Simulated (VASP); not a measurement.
Set up this calculation in VASP 6.6.1, as the native input.

* Task: single point
* Functional: PBE
* Potentials or basis: VASP PAW PBE potentials, release 64 (Co)
* Cutoff: 600 eV
* k mesh: 5 × 5 × 3
* Occupations: fermi-dirac, width 0.05 eV
* Spin: collinear spin, antiferromagnetic start
* Starting moments: [3.0, -3.0] μB
* Dipole correction: no
* Further INCAR settings: ALGO = Normal; EDIFF = 1e-06; NBANDS = 20

The structure of Co lies in POSCAR:

```
Co
1.0
    2.5000000000      0.0000000000      0.0000000000
   -1.2500000000      2.1650635095      0.0000000000
    0.0000000000      0.0000000000      4.0000000000
Co
2
Direct
    0.3333333333      0.6666666667      0.2500000000
    0.6666666667      0.3333333333      0.7500000000
```

These files were run (other wordings do the same):

INCAR

```
SYSTEM = Co
ALGO = Normal
EDIFF = 1E-6
ENCUT = 600
GGA = PE
GGA_COMPAT = .FALSE.
ISIF = 2
ISMEAR = -1
ISPIN = 2
LASPH = .TRUE.
LCHARG = .TRUE.
LELF = .TRUE.
LMAXMIX = 4
LORBIT = 11
LREAL = .FALSE.
LVHAR = .TRUE.
LWAVE = .FALSE.
MAGMOM = 3 -3
NBANDS = 20
NELM = 200
PREC = Accurate
SIGMA = 0.05
```

KPOINTS

```
k-points
0
G
  5 5 3
  0 0 0
```

Potentials or basis: VASP PAW PBE potentials, release 64 (Co).

Command:

```bash
$ cat potpaw_PBE.64/Co/POTCAR > POTCAR
$ mpirun -np 1 vasp_std > vasp.out
```

It gave:

| Quantity | Value |
| --- | --- |
| Pressure | -5.7 GPa |
| Band gap on the k mesh | zero (filled and empty bands overlap) |
| Net moment | 0.00 μB per cell |
| Site moments | Co +1.01, -1.01 μB |
| Valence electrons inside the program's atomic spheres | Co 8.27 |

Caveat: the k points lie up to 0.58 Å⁻¹ apart.

Run time: 18 s on 1 thread of Intel(R) Xeon(R) Platinum 8375C CPU @ 2.90GHz (Ice Lake), on a shared host, peak memory 0.15 GiB.
